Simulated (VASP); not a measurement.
Write the native input for VASP 6.6.1 that does the following.

```yaml
Task: single point
Functional: PBE
Dispersion: D3(BJ)
Potentials_or_basis: VASP PAW PBE potentials, release 64 (C, O)
Cutoff: 520 eV
k_mesh: 3 × 3 × 1
Occupations: gaussian, width 0.05 eV
Spin: collinear spin
Starting_moments: "[0.0, 0.0, 0.0, 0.0, 0.0, 0.0, 0.0, 0.0, 0.0, 0.0, 0.0, 0.0, 0.0, 0.0, 0.0, 0.0, 0.0, 0.0, 2.0, 0.0] μB"
Dipole_correction: yes
Further_INCAR_settings: LREAL = Auto; ALGO = Normal; EDIFF = 1e-07; NBANDS = 62
```

The structure of C9O lies in POSCAR:

```
C9O
1.0
    7.3951485247      0.0000000000      0.0000000000
   -3.6975742623      6.4043864871      0.0000000000
    0.0000000000      0.0000000000     18.1481100066
C O
18 2
Direct
    0.5555555556      0.4444444444      0.4408172530
    0.5555830076      0.7778634372      0.4407504924
    0.5555901968      0.1111917786      0.4407646291
    0.8888696140      0.4444971742      0.4408051814
    0.8889816553      0.7778577690      0.4405897962
    0.8889070974      0.1111186353      0.4407095844
    0.2222714393      0.4445001330      0.4408056860
    0.2222251924      0.7777953658      0.4406888551
    0.2222069734      0.1111402064      0.4405978357
    0.4446396010      0.2223894963      0.4407288307
    0.4445749884      0.5556708874      0.4408150186
    0.4446154556      0.8890066942      0.4407559267
    0.7778818472      0.2223166605      0.4408068410
    0.7779341933      0.5556497634      0.4407638130
    0.7779617581      0.8890567042      0.4406461042
    0.1112465162      0.2223072476      0.4406706602
    0.1113021139      0.5557178720      0.4407913573
    0.1112097688      0.8889632679      0.4404624123
   -0.0652917900      0.9330630047      0.6146499547
    0.1252521679      1.0413727075      0.6157228048
```

These files were run (other wordings do the same):

INCAR

```
PREC = Accurate
ENCUT = 520
EDIFF = 1E-7
ISMEAR = 0
SIGMA = 0.05
LREAL = Auto
LASPH = T
NELM = 150
ALGO = Normal
ISIF = 2
LWAVE = F
LCHARG = F
ISPIN = 2
MAGMOM = 0 0 0 0 0 0 0 0 0 0 0 0 0 0 0 0 0 0 2 0
LORBIT = 11
LDIPOL = T
IDIPOL = 3
DIPOL = 0.5 0.5 0.458
GGA = PE
IVDW = 12
NBANDS = 62
```

KPOINTS

```
regular mesh
0
Gamma
  3 3 1
```

Potentials or basis: VASP PAW PBE potentials, release 64 (C, O).

Launch:

```console
$ cat potpaw_PBE.64/C/POTCAR potpaw_PBE.64/O/POTCAR > POTCAR
$ mpirun -np 1 vasp_std > vasp.out
```

Results of the run:

```yaml
Largest_force: 1.075 eV/Å
Band_gap_on_the_k_mesh: 0.08 eV
Net_moment: 1.97 μB per cell
Site_moments: C -0.02, +0.02 (each value once); O +0.79 μB
Valence_electrons_inside_the_program's_atomic_spheres: C 2.65; O 4.91
Dispersion_energy_per_atom: -0.085 eV
```

Caveat: the standard files for N, O and F lose accuracy on very short bonds.

Run time: 39 min on 1 thread of Intel Xeon 8259CL, with other jobs on the host, peak memory 1.3 GiB.
